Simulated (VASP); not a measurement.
# MgCd2SeS2: single point with PBE

The system is MgCd2SeS2.

```
Mg Cd Se S
1.0
     4.50628    0.00000    0.00000
     0.00000    4.50628    0.00000
     0.00000    0.00000    5.94912
Mg Cd Se S
1 2 1 2
Direct
  0.00000 0.00000 0.00000
  0.00000 0.50000 0.50000
  0.50000 0.00000 0.50000
  0.00000 0.00000 0.50000
  0.50000 0.50000 0.77140
  0.50000 0.50000 0.22860
```

The cell was built from a structure type or drawn by symmetry, and may not be a known phase.

| Property | Result |
| --- | --- |
| Program | VASP 6.6.1 |
| Task | single point |
| Functional | PBE |
| Potentials or basis | VASP PAW PBE potentials, release 64 (Mg, Cd, Se, S) |
| Cutoff | 520 eV |
| k mesh | 4 × 4 × 4 |
| Occupations | gaussian, width 0.1 eV |
| Spin | no spin polarisation |

```json
{
 "Pressure": "26.5 GPa",
 "Largest force": "0.649 eV/Å",
 "Band gap on the k mesh": "zero (bands 22 and 23 overlap by 0.61 eV)"
}
```

Forces on the atoms (eV/Å):
```
Mg   0.000  0.000  0.000
Cd   0.000  0.000  0.000
Cd   0.000  0.000  0.000
Se   0.000  0.000  0.000
S    0.000  0.000  0.649
S    0.000  0.000 -0.649
```

Stress tensor (GPa, compression positive):
```
36.07  0.00  0.00
 0.00 36.07  0.00
 0.00  0.00  7.46
```

Levels at points of the mesh, in eV from the Fermi level:
| k point | band 20 | band 21 | band 22 | band 23 | band 24 | band 25 |
| --- | --- | --- | --- | --- | --- | --- |
| (0.00, 0.00, 0.00) | -1.24 | -1.24 | -1.01 | -0.62 | 0.82 | 2.91 |
| (0.50, 0.00, 0.00) | -1.54 | -1.16 | -0.68 | 0.95 | 2.34 | 2.77 |
| (0.50, 0.50, 0.00) | -1.45 | -1.45 | -0.82 | 1.28 | 3.62 | 3.62 |
| (0.00, 0.00, 0.50) | -2.02 | -1.90 | -1.90 | -0.38 | 0.91 | 2.22 |
| (0.50, 0.00, 0.50) | -2.27 | -2.14 | -0.98 | 0.66 | 1.57 | 2.36 |
| (0.50, 0.50, 0.50) | -2.43 | -0.16 | -0.16 | 1.54 | 2.81 | 3.99 |

It took 2.1 min on 1 thread of Intel Xeon 8259CL, on a shared host, peak memory 0.28 GiB.

Caveat: the cell stands under pressure; semilocal functionals underestimate gaps, so a narrow gap can read as zero.
